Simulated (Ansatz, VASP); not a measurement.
# ZrSi4Ru in VASP and in Ansatz

```
CELL_PARAMETERS angstrom
4.05215 0.00000 0.00000
-2.02607 3.50926 0.00000
0.00000 0.00000 6.88539
ATOMIC_POSITIONS crystal
Zr 0.00000 0.00000 0.50000
Si 0.33333 0.66667 0.50000
Si 0.66667 0.33333 0.50000
Si 0.00000 0.00000 0.25635
Si 0.00000 0.00000 0.74365
Ru 0.00000 0.00000 0.00000
```

Alike in both runs: task single point; functional PBE; k mesh 6 × 6 × 4; occupations gaussian, width 0.1 eV; no spin polarisation.

|  | VASP | Ansatz |
| --- | --- | --- |
| version | VASP 6.6.1 | Ansatz 0.2.0 |
| potentials or method | VASP PAW PBE potentials, release 64 (Zr_sv, Si, Ru_pv), cutoff 520 eV | scalar-relativistic, plane waves, PAW |
| valence electrons in the cell | 42 | 44 |

|  | VASP | Ansatz | Ansatz less VASP |
| --- | --- | --- | --- |
| gap on the k mesh at the Fermi level (eV) | none | none | - |
| rms of the force components (eV/Å) | 4.636 | 4.878 | +0.2412 |

Atom by atom the forces differ by 0.241 eV/Å (rms over components). A gap of «none» marks a metal or a gap that the smearing closes. VASP's potentials hold 42 valence electrons a cell and Ansatz's 44, so a difference there can come from the potentials and not from the codes.
